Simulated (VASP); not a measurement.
Wanted: the native input for a VASP 6.6.1 run.

* Task: single point
* Functional: LDA
* Potentials or basis: VASP PAW LDA potentials, release 64 (C_h)
* Cutoff: 910 eV
* k mesh: 10 × 10 × 3
* Occupations: gaussian, width 0.05 eV
* Spin: no spin polarisation
* Dipole correction: no
* Further INCAR settings: ALGO = Normal; EDIFF = 1e-06; NBANDS = 31

The structure of C lies in POSCAR:

```
C
1.0
   -2.4912907516      0.0000000000      0.0000000000
   -1.2456453758     -2.1575210791      0.0000000000
    0.3114113440      0.1797934232     10.2538776052
C
10
Direct
   -0.1937203619     -0.1937203619      0.8741556576
    0.7938703619      0.7938703619      0.7252443424
    0.0772489124      0.0772489124      0.1257869493
    0.7729010876      0.7729010876      0.4736130507
    0.0896664158      0.0896664158      0.2747969895
    0.7604835842      0.7604835842      0.3246030105
    0.1437911442      0.1437911442      0.9242937306
    0.4563588558      0.4563588558      0.6751062694
    0.4064054672      0.4064054672      0.0756656066
    0.4437445328      0.4437445328      0.5237343934
```

The input as run:

INCAR

```
ALGO = Normal ; EDIFF = 1E-6
ENCUT = 910 ; GGA = CA
GGA_COMPAT = False ; ISIF = 2
ISMEAR = 0 ; LASPH = True
LCHARG = True ; LELF = True
LREAL = False ; LVHAR = True
LWAVE = False ; NBANDS = 31
NELM = 120 ; PREC = Accurate
SIGMA = 0.05
```

KPOINTS

```
k-points
0
Gamma
  10 10 3
```

Potentials or basis: VASP PAW LDA potentials, release 64 (C_h).

Launch:

```console
$ cat potpaw_LDA.64/C_h/POTCAR > POTCAR
$ mpirun -np 1 vasp_std > vasp.out
```

Results of the run:

```
Pressure               : 4.0 GPa
Largest force          : 5.512 eV/Å
Band gap on the k mesh : zero (bands 20 and 21 overlap by 0.22 eV)
```

Caveat: the cutoff is under 1.25 times the usual one of these potentials, so pressure, stress and relaxed cells hold a basis-set (Pulay) error; the cell stands under pressure; forces of over 1 eV/Å act on the atoms, so gaps and moduli don't describe the material at rest.

Run time: 3.9 min on 1 thread of AMD EPYC 9R45 96-Core Processor (Zen 5), on a shared host, peak memory 0.32 GiB.
